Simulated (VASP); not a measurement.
# Mg8O7 in VASP: further runs

Runs on Mg8O7. Level: PBE. Tasks: single point.

Program: VASP 6.6.1. These are calculated values, not measurements. Logs are shortened: lines on timing, memory, paths and dates and some standing lists are left out, and cuts for length are marked.

## 1. The cell of the first run

The typed cell holds 15 atoms: a = 6.046 Å, b = 6.045 Å, c = 6.047 Å, α = 60.02°, β = 60.02°, γ = 60.02°.

## 2. Single point, PBE

Contents of INCAR:

```
PREC = Accurate ; ENCUT = 520
EDIFF = 1E-6 ; ISMEAR = 0
SIGMA = 0.1 ; LREAL = Auto
LASPH = T ; NELM = 60
ALGO = Normal ; ISIF = 2
LWAVE = F ; LCHARG = F
GGA = PE ; NBANDS = 42
ISYM = 0
```

Contents of KPOINTS:

```
Automatic mesh
0
Gamma
  3 3 3
```

Contents of POSCAR:

```
Mg8O7
1.0
   -4.2751718556      4.2750805609      0.0011771314
    0.0008997946      4.2748032240     -4.2746670923
   -4.2757643201     -0.0017695959     -4.2755368936
Mg O
8 7
Direct
    1.0010498723     -0.0002708333      0.4980410630
    0.0011322785      0.5013607268      0.4979618811
    0.0010332720      0.9997299423     -0.0003127758
    1.0001812218      0.5005965048     -0.0011357911
    0.5002447731      0.0006138905      0.4987053424
    0.4993771824      0.5014833981      0.4978969905
    0.4993960356      0.9996541658      0.9995784967
    0.4992750085      0.5014828482      0.9997075034
    0.2501163574      0.7505865784      0.7488595832
    0.2501244409      0.2506191521      0.7488009577
    0.2500900445      0.7506617774      0.2487962225
    0.2501152524      0.2505840120      0.2488134078
    0.7500657981      0.7506024250      0.7487882204
    0.7500730798      0.7506146330      0.2488017826
    0.7499825186      0.2507037489      0.2488178522
```

Potentials or basis: VASP PAW PBE potentials, release 64 (Mg, O).

Run with:

```
$ cat potpaw_PBE.64/Mg/POTCAR potpaw_PBE.64/O/POTCAR > POTCAR
$ mpirun -np 1 vasp_std > vasp.out
```

OUTCAR:

```text
PREC = Accurate
   ENCUT = 520
   EDIFF = 1E-6
   ISMEAR = 0
   LREAL = Auto
   LASPH = T
   NELM = 60
   ISIF = 2
   GGA = PE
   ISYM = 0

 ion  position               nearest neighbor table
   1  0.001  1.000  0.498-  11 2.13   9 2.14  12 2.14  13 2.14  15 2.14   2 3.01   6 3.01   3 3.01
                             7 3.01   5 3.02   5 3.02   4 3.02   4 3.02   2 3.03   3 3.03   7 3.03
   2  0.001  0.501  0.498-  11 2.13  10 2.14  12 2.14  13 2.14  14 2.14   6 3.01   1 3.01   8 3.01
                             3 3.01   4 3.02   5 3.02   4 3.02   5 3.02   1 3.03   6 3.03   3 3.03
   3  0.001  1.000  1.000-  11 2.13   9 2.14  10 2.14  14 2.14  15 2.14   7 3.01   8 3.01   1 3.01
                             2 3.01   4 3.02   4 3.02   5 3.02   5 3.02   1 3.03   7 3.03   8 3.03
   4  0.000  0.501  0.999-  12 2.14   9 2.14  14 2.14  10 2.14  15 2.14  13 2.14   3 3.02   8 3.02
                             3 3.02   2 3.02   7 3.02   8 3.02   2 3.02   6 3.02   1 3.02   7 3.02
   5  0.500  0.001  0.499-  15 2.14  14 2.14  13 2.14  12 2.14  10 2.14   9 2.14   6 3.02   1 3.02
                             6 3.02   2 3.02   1 3.02   7 3.02   7 3.02   3 3.02   8 3.02   2 3.02
   6  0.499  0.501  0.498-  11 2.13  14 2.14  15 2.14   9 2.14  10 2.14   2 3.01   8 3.01   1 3.01
                             7 3.01   5 3.02   5 3.02   4 3.02   4 3.02   2 3.03   1 3.03   8 3.03
   7  0.499  1.000  1.000-  11 2.13  13 2.14  14 2.14  10 2.14  12 2.14   8 3.01   3 3.01   6 3.01
                             1 3.01   4 3.02   5 3.02   5 3.02   4 3.02   3 3.03   8 3.03   1 3.03
   8  0.499  0.501  1.000-  11 2.13  15 2.14  13 2.14   9 2.14  12 2.14   7 3.01   6 3.01   3 3.01
                             2 3.01   4 3.02   4 3.02   5 3.02   5 3.02   7 3.03   6 3.03   3 3.03
   9  0.250  0.751  0.749-   1 2.14   4 2.14   3 2.14   8 2.14   6 2.14   5 2.14
  10  0.250  0.251  0.749-   2 2.14   3 2.14   4 2.14   7 2.14   5 2.14   6 2.14
  11  0.250  0.751  0.249-   3 2.13   8 2.13   2 2.13   1 2.13   7 2.13   6 2.13
  12  0.250  0.251  0.249-   4 2.14   2 2.14   1 2.14   5 2.14   8 2.14   7 2.14
  13  0.750  0.751  0.749-   7 2.14   8 2.14   5 2.14   2 2.14   1 2.14   4 2.14
  14  0.750  0.751  0.249-   6 2.14   5 2.14   7 2.14   4 2.14   3 2.14   2 2.14
  15  0.750  0.251  0.249-   5 2.14   8 2.14   6 2.14   4 2.14   3 2.14   1 2.14

IMPORTANT INFORMATION: All symmetrisations will be switched off!
NOSYMM: (Re-)initialisation of all symmetry stuff for point group C_1.

----------------------------------------------------------------------------------------

                                     Primitive cell

  volume of cell :     156.3456

  direct lattice vectors                    reciprocal lattice vectors
    -4.275171856  4.275080561  0.001177131    -0.116950157  0.116928876  0.116907982
     0.000899795  4.274803224 -4.274667092     0.116909345  0.116944047 -0.116963966
    -4.275764320 -0.001769596 -4.275536894    -0.116917760 -0.116888064 -0.116916397

  length of vectors
     6.045941580  6.045388504  6.046683337     0.202526980  0.202544500  0.202489570

  position of ions in fractional coordinates (direct lattice)
     0.001049872  0.999729167  0.498041063
     0.001132279  0.501360727  0.497961881
     0.001033272  0.999729942  0.999687224
     0.000181222  0.500596505  0.998864209
     0.500244773  0.000613890  0.498705342
     0.499377182  0.501483398  0.497896991
     0.499396036  0.999654166  0.999578497
     0.499275008  0.501482848  0.999707503
     0.250116357  0.750586578  0.748859583
     0.250124441  0.250619152  0.748800958
     0.250090044  0.750661777  0.248796222
     0.250115252  0.250584012  0.248813408
     0.750065798  0.750602425  0.748788220
     0.750073080  0.750614633  0.248801783
     0.749982519  0.250703749  0.248817852

  ion indices of the primitive-cell ions
   primitive index   ion index
                 1           1
                 2           2
                 3           3
                 4           4
                 5           5
                 6           6
                 7           7
                 8           8
                 9           9
                10          10
                11          11
                12          12
                13          13
                14          14
                15          15

----------------------------------------------------------------------------------------

 KPOINTS: Automatic mesh

Automatic generation of k-mesh.
 Grid dimensions read from file:
 generate k-points for:    3    3    3

 Generating k-lattice:

  Cartesian coordinates                     Fractional coordinates (reciprocal lattice)
    -0.038983386  0.038976292  0.038969327     0.333333333  0.000000000  0.000000000
     0.038969782  0.038981349 -0.038987989    -0.000000000  0.333333333 -0.000000000
    -0.038972587 -0.038962688 -0.038972132     0.000000000 -0.000000000  0.333333333

  Length of vectors
     0.067508993  0.067514833  0.067496523

  Shift w.r.t. Gamma in fractional coordinates (k-lattice)
     0.000000000  0.000000000  0.000000000

 Subroutine IBZKPT returns following result:
 ===========================================

 Found     14 irreducible k-points:

 Following reciprocal coordinates:
            Coordinates               Weight
  0.000000  0.000000  0.000000      1.000000
  0.333333  0.000000 -0.000000      2.000000
  0.000000  0.333333  0.000000      2.000000
  0.333333  0.333333  0.000000      2.000000
 -0.333333  0.333333  0.000000      2.000000
 -0.000000  0.000000  0.333333      2.000000
  0.333333  0.000000  0.333333      2.000000
 -0.333333 -0.000000  0.333333      2.000000
  0.000000  0.333333  0.333333      2.000000
  0.333333  0.333333  0.333333      2.000000
 -0.333333  0.333333  0.333333      2.000000
 -0.000000 -0.333333  0.333333      2.000000
  0.333333 -0.333333  0.333333      2.000000
 -0.333333 -0.333333  0.333333      2.000000
   k-points           NKPTS =     14   k-points in BZ     NKDIM =     14   number of bands    NBANDS=     42
   number of dos      NEDOS =    301   number of ions     NIONS =     15
   total plane-waves  NPLWV = 110592
   dimension x,y,z NGX =    48 NGY =   48 NGZ =   48
   dimension x,y,z NGXF=    96 NGYF=   96 NGZF=   96
   ions per type =               8   7
   NGX,Y,Z   is equivalent  to a cutoff of  13.20, 13.20, 13.20 a.u.
   NGXF,Y,Z  is equivalent  to a cutoff of  26.40, 26.40, 26.39 a.u.
 SYSTEM =  unknown system
   PREC   = accura    normal or accurate (medium, high low for compatibility)
   ISTART =      0    job   : 0-new  1-cont  2-samecut
   ICHARG =      2    charge: 1-file 2-atom 10-const
   ISPIN  =      1    spin polarized calculation?
   LNONCOLLINEAR =      F non collinear calculations
   LSORBIT =      F    spin-orbit coupling
   LASPH  =      T    aspherical Exc in radial PAW
   ENCUT  =  520.0 eV  38.22 Ry    6.18 a.u.  11.24 11.24 11.24*2*pi/ulx,y,z
   NELM   =     60;   NELMIN=  2; NELMDL= -5     # of ELM steps
   EDIFF  = 0.1E-05   stopping-criterion for ELM
   LREAL  =      T    real-space projection
   EDIFFG = 0.1E-04   stopping-criterion for IOM
   NSW    =      0    number of steps for IOM
   IBRION =     -1    ionic relax: 0-MD 1-quasi-New 2-CG
   NFREE  =      0    steps in history (QN), initial steepest desc. (CG)
   ISIF   =      2    stress and relaxation
   ISYM   =      0    0-nonsym 1-usesym 2-fastsym
   POTIM  = 0.5000    time-step for ionic-motion
   TEBEG  =    0.0;   TEEND  =   0.0 temperature during run
   PSTRESS=    0.0 pullay stress
   NELECT =      58.0000    total number of electrons
   NUPDOWN=      -1.0000    fix difference up-down
   EMIN   =  10.00;   EMAX   =-10.00  energy-range for DOS
   EFERMI =   0.00;   METHOD = LEGACY
   ISMEAR =     0;   SIGMA  =   0.10  broadening in eV -4-tet -1-fermi 0-gaus
   EFERMI_NEDOS =   21; number of points for ismear=-14 and -15
   IALGO  =     38    algorithm
   IMIX   =      4    mixing-type and parameters
     AMIX     =   0.40;   BMIX     =  1.00
     AMIX_MAG =   1.60;   BMIX_MAG =  1.00
  volume/ion in A,a.u.               =      10.42        70.34
  Fermi-wavevector in a.u.,A,eV,Ry     =   1.176311  2.222906 18.826494  1.383708
  Thomas-Fermi vector in A             =   2.312677
   LORBIT       =      0    0 simple, 1 ext, 2 COOP (PROOUT), +10 PAW based schemes
   GGA     = PE    functional components
   LHFCALC =     F    Hartree Fock is set to
   AEXX    =    0.0000 exact exchange contribution
   IVDW    =     0    specifies the selected vdW correction
   LEPSILON=     F    determine dielectric tensor
   LRPA    =     F    only Hartree local field effects (RPA)
 non-spin polarized calculation
 Gauss-broadening in eV      SIGMA  =   0.10
  energy-cutoff  :      520.00
  volume of cell :      156.35
 maximum number of plane-waves:      4279
 NGX is ok and might be reduce to    48
   NGX = 23   NGY = 23   NGZ = 23

 number of electron      58.0000011 magnetization

 Free energy of the ion-electron system (eV)
  ---------------------------------------------------
  ext. energy  EPLUGINS =         0.00000000
  ---------------------------------------------------
  free energy    TOTEN  =       -83.67320766 eV

  energy without entropy =      -83.67320766  energy(sigma->0) =      -83.67320766

 E-fermi :   5.7866     XC(G=0): -10.6427

 val. band max:        5.3224169486   @ k =   0.3333  -0.3333   0.3333
 cond. band min:       8.0431783704   @ k =   0.0000   0.0000   0.0000
 fundamental gap:      2.7207614218
 Fermi energy:         5.7866223229

 k-point     1 :       0.0000    0.0000    0.0000
  band No.  band energies     occupation
      1     -14.4282      2.00000
      2     -13.3781      2.00000
      3     -13.3776      2.00000
      4     -13.3767      2.00000
      5     -13.3060      2.00000
      6     -13.1356      2.00000
[... 605 lines left out ...]
     40      13.6085      0.00000
     41      13.7127      0.00000
 [bands above 41 left out]

------------------------ aborting loop because EDIFF is reached ----------------------------------------

  FORCE on cell =-STRESS in cart. coord.  units (eV):
  Direction    XX          YY          ZZ          XY          YZ          ZX
  --------------------------------------------------------------------------------------
  -------------------------------------------------------------------------------------
  Total       -0.6859441     -0.6770912     -0.6723604     -0.0538033     -0.0666439      0.0004469
  in kB       -7.0293254     -6.9386033     -6.8901238     -0.5513578     -0.6829445      0.0045799
  external PRESSURE =      -6.9526842 kB  Pullay stress =       0.0000000 kB

 VOLUME and BASIS-vectors are now :
 -----------------------------------------------------------------------------
  energy-cutoff  :      520.00
  volume of cell :      156.35
      direct lattice vectors                 reciprocal lattice vectors
    -4.275171856  4.275080561  0.001177131    -0.116950157  0.116928876  0.116907982
     0.000899795  4.274803224 -4.274667092     0.116909345  0.116944047 -0.116963966
    -4.275764320 -0.001769596 -4.275536894    -0.116917760 -0.116888064 -0.116916397

 POSITION                                       TOTAL-FORCE (eV/Angst)
 -----------------------------------------------------------------------------------
     -2.13310      4.27725     -6.40290         0.005055     -0.000098      0.029256
     -2.13356      2.14718     -4.27220         0.004089      0.026358     -0.003281
     -4.27794      4.27630     -8.54771        -0.023792     -0.000150     -0.001676
     -4.27123      2.13896     -6.41056         0.001778     -0.002041      0.003059
     -4.27098      2.14033     -2.13427        -0.000649     -0.004158     -0.003045
     -4.26336      4.27774     -4.27186         0.027510     -0.003518     -0.001890
     -6.40807      6.40651     -8.54634         0.002413     -0.024983     -0.006935
     -6.40855      4.27641     -6.41737         0.002231     -0.000581     -0.022302
     -4.27056      4.27655     -6.40999        -0.000021      0.000819      0.001108
     -4.27080      2.13932     -4.27255        -0.001422      0.000008      0.000035
     -2.13230      4.27765     -4.27227        -0.002086     -0.001222      0.000027
     -2.13293      2.14002     -2.13468        -0.001121      0.001226     -0.000258
     -6.40763      6.41394     -6.40916        -0.004276      0.003230      0.000656
     -4.26983      6.41491     -4.27151        -0.003554      0.002624      0.001184
     -4.26997      4.27750     -2.13462        -0.006154      0.002486      0.004063
 -----------------------------------------------------------------------------------
    total drift:                               -0.004300     -0.005019     -0.000897

  FREE ENERGIE OF THE ION-ELECTRON SYSTEM (eV)
  ---------------------------------------------------
  free  energy   TOTEN  =       -83.6732076607 eV

  energy  without entropy=      -83.6732076606  energy(sigma->0) =      -83.67320766
```

Run time: 2 min. Hardware: 1 thread of Intel Xeon Platinum 8488C (Sapphire Rapids), shared host; peak memory 0.33 GiB.

Results:

```
Free energy            : -83.6732 eV
Pressure               : -0.7 GPa
Largest force          : 0.030 eV/Å
Band gap on the k mesh : 2.72 eV, indirect (least direct gap 3.13 eV)
```

Forces on the atoms (eV/Å):
```
Mg   0.005  0.000  0.029
Mg   0.004  0.026 -0.003
Mg  -0.024  0.000 -0.002
Mg   0.002 -0.002  0.003
Mg  -0.001 -0.004 -0.003
Mg   0.028 -0.004 -0.002
Mg   0.002 -0.025 -0.007
Mg   0.002 -0.001 -0.022
O    0.000  0.001  0.001
O   -0.001  0.000  0.000
O   -0.002 -0.001  0.000
O   -0.001  0.001  0.000
O   -0.004  0.003  0.001
O   -0.004  0.003  0.001
O   -0.006  0.002  0.004
```

Caveat: the k points lie up to 0.42 Å⁻¹ apart. Expect the measured gap to be larger: semilocal functionals such as PBE lack the derivative discontinuity.

## 3. Single point, PBE

Contents of INCAR:

```
SYSTEM = Mg8O7
PREC = Accurate ; ENCUT = 520
EDIFF = 1E-6 ; ISMEAR = 0
SIGMA = 0.1 ; LREAL = Auto
LASPH = .True. ; NELM = 60
ALGO = Normal ; ISIF = 2
LWAVE = .False. ; LCHARG = .True.
GGA = PE ; LELF = .True.
LVHAR = .True. ; NBANDS = 42
ISYM = 0
```

Contents of KPOINTS:

```
Automatic mesh
0
Gamma
  3 3 3
  0 0 0
```

Contents of POSCAR:

```
Mg8O7
1.0
   -4.2761223458      4.2759681245      0.0010509460
    0.0009315898      4.2758487683     -4.2752945363
   -4.2741789262      0.0008924737     -4.2734704729
Mg O
8 7
Direct
   -0.0014404436      0.9985792882      0.5026841825
   -0.0014254440      0.5003636976      0.5025720106
    0.9994246879      0.9994786457      0.0018105788
    0.9985028579      0.5004012185      1.0008369819
    0.5003209747     -0.0014052091      0.5026939455
    0.4994210845      0.4995031734      0.5016849669
    0.5003596814     -0.0014110926      0.0008370645
    0.5002794153      0.5003681169      0.0008627114
    0.2492682341      0.7494635053      0.7517474123
    0.2493334321      0.2493849600      0.7517543221
    0.2493637433      0.7494303177      0.2516676698
    0.7493481648      0.7493946915      0.7517296017
    0.7493424474      0.2493684014      0.7517580571
    0.7493530973      0.7494527961      0.2516829699
    0.7493936996      0.2493403555      0.2517300091
```

Potentials or basis: VASP PAW PBE potentials, release 64 (Mg, O).

Run with:

```
$ cat potpaw_PBE.64/Mg/POTCAR potpaw_PBE.64/O/POTCAR > POTCAR
$ mpirun -np 1 vasp_std > vasp.out
```

Run time: 2.6 min. Hardware: 1 thread of Intel Xeon Platinum 8488C (Sapphire Rapids), shared host; peak memory 0.32 GiB.

It converged, with:

```yaml
Free_energy: -83.6733 eV
Pressure: -0.7 GPa
Largest_force: 0.023 eV/Å
Band_gap_on_the_k_mesh: 2.72 eV, indirect (least direct gap 3.13 eV)
```

Forces on the atoms (eV/Å):
```
Mg   0.003 -0.022  0.001
Mg   0.001 -0.006 -0.021
Mg   0.003 -0.003  0.002
Mg   0.019 -0.003  0.002
Mg  -0.018 -0.004  0.003
Mg  -0.001 -0.003  0.000
Mg   0.002 -0.003  0.018
Mg   0.001  0.018  0.003
O   -0.003  0.005  0.003
O    0.000  0.007 -0.001
O   -0.005  0.002 -0.002
O   -0.001  0.003  0.000
O    0.002  0.006 -0.002
O   -0.002  0.000 -0.002
O    0.000  0.005 -0.005
```

Stress tensor (GPa, compression positive):
```
-0.67  0.02  0.08
 0.02 -0.66  0.01
 0.08  0.01 -0.65
```

Levels at points of the mesh, in eV from the valence-band top:
| k point | band 26 | band 27 | band 28 | band 29 | band 30 | band 31 | band 32 | band 33 |
| --- | --- | --- | --- | --- | --- | --- | --- | --- |
| (0.00, 0.00, 0.00) | -3.01 | -3.00 | -3.00 | -2.06 | 2.72 | 4.83 | 4.83 | 4.83 |

Caveat: the k points lie up to 0.42 Å⁻¹ apart. A k mesh can miss the band edges.

## 4. Single point, PBE

Contents of INCAR:

```
SYSTEM = Mg8O7
ALGO = Normal
EDIFF = 1E-6
ENCUT = 520
GGA = PE
ISIF = 2
ISMEAR = 0
LASPH = .True.
LCHARG = .True.
LELF = .True.
LREAL = Auto
LVHAR = .True.
LWAVE = .False.
NBANDS = 42
NELM = 80
PREC = Accurate
SIGMA = 0.02
```

Contents of KPOINTS:

```
k-points
0
Gamma
  5 5 5
  0 0 0
```

Contents of POSCAR:

```
Mg8O7
1.0
   -4.2761220000      4.2759680000      0.0010510000
    0.0009320000      4.2758490000     -4.2752950000
   -4.2741790000      0.0008920000     -4.2734700000
Mg O
8 7
Direct
    0.9985595564      0.9985792882      0.5026841825
    0.9985745560      0.5003636976      0.5025720106
    0.9994246879      0.9994786457      0.0018105788
    0.9985028579      0.5004012185      0.0008369819
    0.5003209747      0.9985947909      0.5026939455
    0.4994210845      0.4995031734      0.5016849669
    0.5003596814      0.9985889074      0.0008370645
    0.5002794153      0.5003681169      0.0008627114
    0.2492682341      0.7494635053      0.7517474123
    0.2493334321      0.2493849600      0.7517543221
    0.2493637433      0.7494303177      0.2516676698
    0.7493481648      0.7493946915      0.7517296017
    0.7493424474      0.2493684014      0.7517580571
    0.7493530973      0.7494527961      0.2516829699
    0.7493936996      0.2493403555      0.2517300091
```

Run with:

```
$ cat potpaw_PBE.64/Mg/POTCAR potpaw_PBE.64/O/POTCAR > POTCAR
$ mpirun -np 1 vasp_std > vasp.out
```

It took 12 min on 1 thread of Intel Xeon Platinum 8375C at 2.90GHz (Ice Lake), shared host; peak memory 0.47 GiB.

It converged, with:

- Free energy: -83.6679 eV
- Pressure: -0.7 GPa
- Largest force: 0.020 eV/Å
- Band gap on the k mesh: 2.43 eV, indirect (least direct gap 2.69 eV)

Forces in eV/Å, atoms in the order of the input:
```
Mg   0.003 -0.020  0.001
Mg   0.001 -0.006 -0.018
Mg   0.003 -0.003  0.002
Mg   0.016 -0.003  0.002
Mg  -0.016 -0.004  0.003
Mg  -0.001 -0.003  0.000
Mg   0.002 -0.003  0.015
Mg   0.001  0.015  0.003
O   -0.003  0.005  0.003
O    0.000  0.007 -0.001
O   -0.005  0.002 -0.002
O   -0.001  0.003  0.000
O    0.002  0.006 -0.002
O   -0.002  0.000 -0.002
O    0.000  0.005 -0.005
```

Stress tensor (GPa, compression positive):
```
-0.67  0.02  0.08
 0.02 -0.67  0.01
 0.08  0.01 -0.65
```

Levels at points of the mesh, in eV from the valence-band top:
| k point | band 25 | band 26 | band 27 | band 28 | band 29 | band 30 | band 31 | band 32 | band 33 | band 34 |
| --- | --- | --- | --- | --- | --- | --- | --- | --- | --- | --- |
| (0.00, 0.00, 0.00) | -3.56 | -3.13 | -3.13 | -3.13 | -2.18 | 2.60 | 4.71 | 4.71 | 4.71 | 5.54 |

## 5. Summary

```tsv
cell	k mesh	smearing	gap on the mesh (eV)	pressure (GPa)	largest force (eV/Å)
a = 6.046, b = 6.045, c = 6.047 Å, angles 60.0°, 15 atoms	3 × 3 × 3	gaussian 0.1 eV	2.72	-0.7	0.03
a = 6.047, b = 6.047, c = 6.044 Å, angles 60.0°, 15 atoms	3 × 3 × 3	gaussian 0.1 eV	2.72	-0.7	0.02
a = 6.047, b = 6.047, c = 6.044 Å, angles 60.0°, 15 atoms	5 × 5 × 5	gaussian 0.02 eV	2.43	-0.7	0.02
```

Alike in all rows: task single point; level PBE; potentials or basis VASP PAW PBE potentials, release 64 (Mg, O); no spin polarisation; cutoff (eV) 520.

Caveats: some runs use coarse meshes.

Total energies depend on the potentials used, so only differences within one code and one set of settings carry meaning.
